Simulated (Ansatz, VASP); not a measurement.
**Two plane-wave programs on K2MnMoO6**

```
CELL_PARAMETERS angstrom
0.00000 4.12612 4.12612
4.12612 0.00000 4.12612
4.12612 4.12612 0.00000
ATOMIC_POSITIONS crystal
O 0.73600 0.26400 0.26400
O 0.26400 0.73600 0.26400
O 0.26400 0.73600 0.73600
O 0.73600 0.26400 0.73600
O 0.26400 0.26400 0.73600
O 0.73600 0.73600 0.26400
K 0.25000 0.25000 0.25000
K 0.75000 0.75000 0.75000
Mo 0.50000 0.50000 0.50000
Mn 0.00000 0.00000 0.00000
```

Alike in both runs: task single point; functional r2SCAN; k mesh 7 × 7 × 7; no spin polarisation.

|  | VASP | Ansatz |
| --- | --- | --- |
| version | VASP 6.6.1 | Ansatz 0.2.0 |
| potentials or method | VASP PAW PBE potentials, release 64 (O, K_sv, Mo_sv, Mn_pv), cutoff 520 eV | PAW plane waves |
| occupations | fermi-dirac, width 0.1 eV | fermi-dirac |
| valence electrons in the cell | 81 | 83 |

VASP gave:

- pressure (GPa): -19.0
- rms of the force components (eV/Å): 0.607

Task: What did Ansatz give for the same quantities?

Result: Pressure (GPa): -19.4; rms of the force components (eV/Å): 0.588.

VASP's potentials were made for PBE, not for r2SCAN. Atom by atom the forces differ by 0.018 eV/Å (rms over components). VASP's potentials hold 81 valence electrons a cell and Ansatz's 83, so a difference there can come from the potentials and not from the codes.
